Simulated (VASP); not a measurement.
Write the native input for VASP 6.6.1 that does the following.

- Task: single point
- Functional: PBEsol
- Potentials or basis: VASP PAW PBE potentials, release 64 (Hf_pv, O)
- Cutoff: 520 eV
- k mesh: 8 × 8 × 8
- Occupations: gaussian, width 0.02 eV
- Spin: no spin polarisation
- Dipole correction: no
- Further INCAR settings: ALGO = Normal; EDIFF = 1e-06; NBANDS = 18

The structure of HfO2 lies in POSCAR:

```
HfO2
1.0
    0.0276977250      2.5860417000      2.6009007750
    2.6068341750      0.0210738000      2.6075247000
    2.6302864500      2.6161179000     -0.0023784750
Hf O
1 2
Direct
   -0.0040449658     -0.0043538612      0.0035640274
    0.2580469208      0.2442952102      0.2440136852
    0.7460000000      0.7600606061      0.7524203324
```

This cell differs from its parent crystal: atoms moved at random and the cell strained at random.

The input as run:

INCAR

```
PREC     = Accurate       # precision mode
ENCUT    = 520            # plane-wave cutoff, eV
EDIFF    = 1E-6           # SCF threshold, eV
ISMEAR   = 0              # smearing method
SIGMA    = 0.02           # smearing width, eV
LREAL    = False          # projectors in reciprocal space
LASPH    = True           # aspherical terms in the spheres
NELM     = 60             # most SCF steps
ALGO     = Normal         # electronic algorithm
ISIF     = 2              # what is computed and relaxed
LWAVE    = False          # write WAVECAR
LCHARG   = False          # write CHGCAR
GGA      = PS             # functional
NBANDS   = 18             # bands
```

KPOINTS

```
Automatic mesh
0
Gamma
  8 8 8
```

Potentials or basis: VASP PAW PBE potentials, release 64 (Hf_pv, O).

Run with:

```sh
$ cat potpaw_PBE.64/Hf_pv/POTCAR potpaw_PBE.64/O/POTCAR > POTCAR
$ mpirun -np 1 vasp_std > vasp.out
```

It gave:

| Property | Result |
| --- | --- |
| Pressure | -22.6 GPa |
| Largest force | 0.483 eV/Å |
| Band gap on the k mesh | 3.44 eV (least direct gap 3.45 eV) |

Caveat: the cell differs from its parent crystal (atoms moved at random and the cell strained at random); the cell stands under tension; the PAW data sets were made with another functional, which shifts forces and pressure a little; spin-orbit coupling is left out, which moves the levels of the heavy elements.

It took 2.7 min on 1 thread of Intel Xeon 8259CL, on a shared host, peak memory 0.28 GiB.
